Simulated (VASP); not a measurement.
# KBr (Fm-3m) in VASP: single point with r2SCAN

Aim: the single point of KBr with r2SCAN.

Everything below comes from runs of VASP 6.6.1. Logs are shortened: lines on timing, memory, paths and dates and some standing lists are left out, and cuts for length are marked.

## (1) The cell of the first run

Symmetry: Fm-3m, No. 225, cubic system. The conventional cell has a = 6.609 Å, b = 6.609 Å, c = 6.609 Å, α = 90.00°, β = 90.00°, γ = 90.00°. Within 4.3 Å of K (site symmetry m-3m) lie 6 Br at 3.30 Å. Br (site symmetry m-3m) has 6 K at 3.30 Å within 4.3 Å.

## (2) Single point, r2SCAN

Contents of POSCAR:

```
KBr
1.0
    0.0000000000      3.3044223159      3.3044223159
    3.3044223159      0.0000000000      3.3044223159
    3.3044223159      3.3044223159      0.0000000000
K Br
1 1
Direct
    0.0000000000      0.0000000000      0.0000000000
    0.5000000000      0.5000000000      0.5000000000
```

Contents of INCAR.step1:

```
SYSTEM = KBr
PREC = Accurate
ENCUT = 520
ISMEAR = 0
SIGMA = 0.02
LREAL = .FALSE.
LASPH = .TRUE.
NELM = 60
NBANDS = 15
GGA = PE
ALGO = Normal
EDIFF = 1E-4
LWAVE = .TRUE.
LCHARG = .FALSE.
```

Contents of INCAR.step2:

```
SYSTEM = KBr
PREC = Accurate
ENCUT = 520
EDIFF = 1E-7
ISMEAR = 0
SIGMA = 0.02
LREAL = .FALSE.
LASPH = .TRUE.
NELM = 60
ALGO = Normal
ISIF = 2
LWAVE = .FALSE.
LCHARG = .FALSE.
METAGGA = R2SCAN
LMIXTAU = .TRUE.
NBANDS = 15
ISTART = 1
```

Contents of KPOINTS:

```
regular mesh
0
G
  6 6 6
  0 0 0
```

Potentials or basis: VASP PAW PBE potentials, release 64 (K_sv, Br).

Command:

```sh
cat potpaw_PBE.64/K_sv/POTCAR potpaw_PBE.64/Br/POTCAR > POTCAR
cp INCAR.step1 INCAR
mpirun -np 1 vasp_std > vasp.out
cp INCAR.step2 INCAR
mpirun -np 1 vasp_std > vasp.out
```

OUTCAR:

```text
SYSTEM = KBr
   PREC = Accurate
   ENCUT = 520
   EDIFF = 1E-7
   ISMEAR = 0
   LREAL = .FALSE.
   LASPH = .TRUE.
   NELM = 60
   ISIF = 2
   METAGGA = R2SCAN
   ISTART = 1

 ion  position               nearest neighbor table
   1  0.000  0.000  0.000-
   2  0.500  0.500  0.500-

  LATTYP: Found a face centered cubic cell.
 ALAT       =     6.6088446318

  Lattice vectors:

 A1 = (   0.0000000000,   3.3044223159,   3.3044223159)
 A2 = (   3.3044223159,   0.0000000000,   3.3044223159)
 A3 = (   3.3044223159,   3.3044223159,   0.0000000000)

Analysis of symmetry for initial positions (statically):
=====================================================================
 Subroutine PRICEL returns:
 Original cell was already a primitive cell.

 Routine SETGRP: Setting up the symmetry group for a
 face centered cubic supercell.

 Subroutine GETGRP returns: Found 48 space group operations
 (whereof 48 operations were pure point group operations)
 out of a pool of 48 trial point group operations.

The static configuration has the point symmetry O_h .

Analysis of symmetry for dynamics (positions and initial velocities):
=====================================================================
 Subroutine PRICEL returns:
 Original cell was already a primitive cell.

 Routine SETGRP: Setting up the symmetry group for a
 face centered cubic supercell.

 Subroutine GETGRP returns: Found 48 space group operations
 (whereof 48 operations were pure point group operations)
 out of a pool of 48 trial point group operations.

The dynamic configuration has the point symmetry O_h .

 Subroutine INISYM returns: Found 48 space group operations
 (whereof 48 operations are pure point group operations),
 and found     1 'primitive' translations

----------------------------------------------------------------------------------------

                                     Primitive cell

  volume of cell :      72.1633

  direct lattice vectors                    reciprocal lattice vectors
     0.000000000  3.304422316  3.304422316    -0.151312378  0.151312378  0.151312378
     3.304422316  0.000000000  3.304422316     0.151312378 -0.151312378  0.151312378
     3.304422316  3.304422316  0.000000000     0.151312378  0.151312378 -0.151312378

  length of vectors
     4.673158855  4.673158855  4.673158855     0.262080727  0.262080727  0.262080727

  position of ions in fractional coordinates (direct lattice)
     0.000000000  0.000000000  0.000000000
     0.500000000  0.500000000  0.500000000

  ion indices of the primitive-cell ions
   primitive index   ion index
                 1           1
                 2           2

----------------------------------------------------------------------------------------

 KPOINTS: regular mesh

Automatic generation of k-mesh.
 Grid dimensions read from file:
 generate k-points for:    6    6    6

 Generating k-lattice:

  Cartesian coordinates                     Fractional coordinates (reciprocal lattice)
    -0.025218730  0.025218730  0.025218730     0.166666667  0.000000000  0.000000000
     0.025218730 -0.025218730  0.025218730     0.000000000  0.166666667  0.000000000
     0.025218730  0.025218730 -0.025218730     0.000000000  0.000000000  0.166666667

  Length of vectors
     0.043680121  0.043680121  0.043680121

  Shift w.r.t. Gamma in fractional coordinates (k-lattice)
     0.000000000  0.000000000  0.000000000

 Subroutine IBZKPT returns following result:
 ===========================================

 Found     16 irreducible k-points:

 Following reciprocal coordinates:
            Coordinates               Weight
  0.000000  0.000000  0.000000      1.000000
  0.166667  0.000000  0.000000      8.000000
  0.333333  0.000000  0.000000      8.000000
  0.500000  0.000000  0.000000      4.000000
  0.166667  0.166667  0.000000      6.000000
  0.333333  0.166667  0.000000     24.000000
[... 8 lines left out ...]
 -0.333333  0.333333  0.166667     24.000000
 -0.333333  0.500000  0.166667     12.000000
   k-points           NKPTS =     16   k-points in BZ     NKDIM =     16   number of bands    NBANDS=     15
   number of dos      NEDOS =    301   number of ions     NIONS =      2
   total plane-waves  NPLWV =  46656
   dimension x,y,z NGX =    36 NGY =   36 NGZ =   36
   dimension x,y,z NGXF=    72 NGYF=   72 NGZF=   72
   ions per type =               1   1
   NGX,Y,Z   is equivalent  to a cutoff of  12.81, 12.81, 12.81 a.u.
   NGXF,Y,Z  is equivalent  to a cutoff of  25.61, 25.61, 25.61 a.u.
 SYSTEM =  KBr
   PREC   = accura    normal or accurate (medium, high low for compatibility)
   ISTART =      1    job   : 0-new  1-cont  2-samecut
   ICHARG =      0    charge: 1-file 2-atom 10-const
   ISPIN  =      1    spin polarized calculation?
   LNONCOLLINEAR =      F non collinear calculations
   LSORBIT =      F    spin-orbit coupling
   LASPH  =      T    aspherical Exc in radial PAW
   ENCUT  =  520.0 eV  38.22 Ry    6.18 a.u.   8.69  8.69  8.69*2*pi/ulx,y,z
   NELM   =     60;   NELMIN=  2; NELMDL=  0     # of ELM steps
   EDIFF  = 0.1E-06   stopping-criterion for ELM
   LREAL  =      F    real-space projection
   EDIFFG = 0.1E-05   stopping-criterion for IOM
   NSW    =      0    number of steps for IOM
   IBRION =     -1    ionic relax: 0-MD 1-quasi-New 2-CG
   NFREE  =      0    steps in history (QN), initial steepest desc. (CG)
   ISIF   =      2    stress and relaxation
   ISYM   =      2    0-nonsym 1-usesym 2-fastsym
   POTIM  = 0.5000    time-step for ionic-motion
   TEBEG  =    0.0;   TEEND  =   0.0 temperature during run
   PSTRESS=    0.0 pullay stress
   NELECT =      16.0000    total number of electrons
   NUPDOWN=      -1.0000    fix difference up-down
   EMIN   =  10.00;   EMAX   =-10.00  energy-range for DOS
   EFERMI =   0.00;   METHOD = LEGACY
   ISMEAR =     0;   SIGMA  =   0.02  broadening in eV -4-tet -1-fermi 0-gaus
   EFERMI_NEDOS =   21; number of points for ismear=-14 and -15
   IALGO  =     38    algorithm
   IMIX   =      4    mixing-type and parameters
     AMIX     =   0.40;   BMIX     =  1.00
     AMIX_MAG =   1.60;   BMIX_MAG =  1.00
  volume/ion in A,a.u.               =      36.08       243.49
  Fermi-wavevector in a.u.,A,eV,Ry     =   0.990853  1.872441 13.358063  0.981790
  Thomas-Fermi vector in A             =   2.122553
   LORBIT       =      0    0 simple, 1 ext, 2 COOP (PROOUT), +10 PAW based schemes
   METAGGA = R2SCAN    functional components
   LHFCALC =     F    Hartree Fock is set to
   AEXX    =    0.0000 exact exchange contribution
   IVDW    =     0    specifies the selected vdW correction
   LEPSILON=     F    determine dielectric tensor
   LRPA    =     F    only Hartree local field effects (RPA)
 non-spin polarized calculation
 Gauss-broadening in eV      SIGMA  =   0.02
  energy-cutoff  :      520.00
  volume of cell :       72.16
 maximum number of plane-waves:      1964
   NGX = 17   NGY = 17   NGZ = 17

 number of electron      15.9999997 magnetization

 Free energy of the ion-electron system (eV)
  ---------------------------------------------------
  ext. energy  EPLUGINS =         0.00000000
  ---------------------------------------------------
  free energy    TOTEN  =       -23.24869124 eV

  energy without entropy =      -23.24869124  energy(sigma->0) =      -23.24869124

 E-fermi :  -2.0285     XC(G=0):  -7.7315

 val. band max:       -2.1644645863   @ k =   0.0000   0.0000   0.0000
 cond. band min:       2.9035358062   @ k =   0.0000   0.0000   0.0000
 fundamental gap:      5.0680003926
 Fermi energy:        -2.0284739288

 k-point     1 :       0.0000    0.0000    0.0000
  band No.  band energies     occupation
      1     -31.0558      2.00000
      2     -14.8876      2.00000
      3     -13.7615      2.00000
      4     -13.7615      2.00000
      5     -13.7615      2.00000
      6      -2.1645      2.00000
      7      -2.1645      2.00000
      8      -2.1645      2.00000
      9       2.9035      0.00000
     10       6.0711      0.00000
     11       6.0711      0.00000
     12       6.0711      0.00000
     13       7.0493      0.00000
     14       7.0493      0.00000
     15       9.8776      0.00000

 k-point     2 :       0.1667    0.0000    0.0000
  band No.  band energies     occupation
      1     -31.0545      2.00000
      2     -14.9355      2.00000
      3     -13.7627      2.00000
      4     -13.7626      2.00000
      5     -13.6945      2.00000
      6      -2.5155      2.00000
      7      -2.2504      2.00000
      8      -2.2504      2.00000
      9       3.5517      0.00000
     10       5.8886      0.00000
     11       6.4090      0.00000
     12       6.4090      0.00000
     13       7.4155      0.00000
     14       7.4155      0.00000
     15      10.8634      0.00000

 k-point     3 :       0.3333    0.0000    0.0000
  band No.  band energies     occupation
      1     -31.0518      2.00000
      2     -15.0186      2.00000
      3     -13.7650      2.00000
      4     -13.7650      2.00000
      5     -13.5725      2.00000
      6      -3.0816      2.00000
      7      -2.4126      2.00000
      8      -2.4126      2.00000
      9       4.6208      0.00000
     10       6.1461      0.00000
     11       7.3161      0.00000
     12       7.3161      0.00000
     13       8.3357      0.00000
     14       8.3357      0.00000
     15      10.2032      0.00000

 k-point     4 :       0.5000    0.0000    0.0000
  band No.  band energies     occupation
      1     -31.0505      2.00000
      2     -15.0556      2.00000
      3     -13.7661      2.00000
      4     -13.7661      2.00000
      5     -13.5158      2.00000
      6      -3.3226      2.00000
      7      -2.4894      2.00000
      8      -2.4894      2.00000
      9       4.9600      0.00000
     10       6.6929      0.00000
     11       8.3585      0.00000
     12       8.3585      0.00000
     13       8.6364      0.00000
     14       8.6364      0.00000
     15       9.7260      0.00000
[... 163 lines left out ...]
 k-point    14 :       0.5000    0.3333    0.1667
  band No.  band energies     occupation
      1     -31.0501      2.00000
      2     -14.9413      2.00000
      3     -13.7990      2.00000
      4     -13.7813      2.00000
      5     -13.6400      2.00000
      6      -3.0169      2.00000
      7      -2.5390      2.00000
      8      -2.5021      2.00000
      9       5.2062      0.00000
     10       5.5589      0.00000
     11       7.4576      0.00000
     12       8.2681      0.00000
     13       8.3935      0.00000
     14       8.6157      0.00000
     15       9.6969      0.00000

 k-point    15 :      -0.3333    0.3333    0.1667
  band No.  band energies     occupation
      1     -31.0493      2.00000
      2     -14.9289      2.00000
      3     -13.8080      2.00000
      4     -13.7954      2.00000
      5     -13.6364      2.00000
      6      -2.9809      2.00000
      7      -2.6920      2.00000
      8      -2.5553      2.00000
      9       5.5917      0.00000
     10       5.9783      0.00000
     11       7.2415      0.00000
     12       7.7946      0.00000
     13       8.9338      0.00000
     14       9.3197      0.00000
     15       9.7709      0.00000

 k-point    16 :      -0.3333    0.5000    0.1667
  band No.  band energies     occupation
      1     -31.0489      2.00000
      2     -14.8576      2.00000
      3     -13.8349      2.00000
      4     -13.8089      2.00000
      5     -13.6977      2.00000
      6      -2.8759      2.00000
      7      -2.6308      2.00000
      8      -2.6139      2.00000
      9       4.9499      0.00000
     10       6.5919      0.00000
     11       6.7058      0.00000
     12       7.9245      0.00000
     13       8.6833      0.00000
     14       9.4097      0.00000
     15       9.9326      0.00000

------------------------ aborting loop because EDIFF is reached ----------------------------------------

  FORCE on cell =-STRESS in cart. coord.  units (eV):
  Direction    XX          YY          ZZ          XY          YZ          ZX
  --------------------------------------------------------------------------------------
  -------------------------------------------------------------------------------------
  Total       -0.0013869     -0.0013869     -0.0013869      0.0000000      0.0000000      0.0000000
  in kB       -0.0307919     -0.0307919     -0.0307919      0.0000000      0.0000000      0.0000000
  external PRESSURE =      -0.0307919 kB  Pullay stress =       0.0000000 kB

 VOLUME and BASIS-vectors are now :
 -----------------------------------------------------------------------------
  energy-cutoff  :      520.00
  volume of cell :       72.16
      direct lattice vectors                 reciprocal lattice vectors
     0.000000000  3.304422316  3.304422316    -0.151312378  0.151312378  0.151312378
     3.304422316  0.000000000  3.304422316     0.151312378 -0.151312378  0.151312378
     3.304422316  3.304422316  0.000000000     0.151312378  0.151312378 -0.151312378

 POSITION                                       TOTAL-FORCE (eV/Angst)
 -----------------------------------------------------------------------------------
      0.00000      0.00000      0.00000        -0.000000      0.000000     -0.000000
      3.30442      3.30442      3.30442         0.000000     -0.000000      0.000000
 -----------------------------------------------------------------------------------
    total drift:                                0.000000      0.000000      0.000000

  FREE ENERGIE OF THE ION-ELECTRON SYSTEM (eV)
  ---------------------------------------------------
  free  energy   TOTEN  =       -23.2486912352 eV

  energy  without entropy=      -23.2486912352  energy(sigma->0) =      -23.24869124
```

Wall time 94 s (1 thread of Intel Xeon 8259CL, shared host); peak memory 0.23 GiB.

Results:

```yaml
Free_energy: -23.2487 eV
Pressure: 0.0 GPa
Band_gap_on_the_k_mesh: 5.07 eV
```

Caveat: the PAW data sets were made with another functional, which shifts forces and pressure a little.
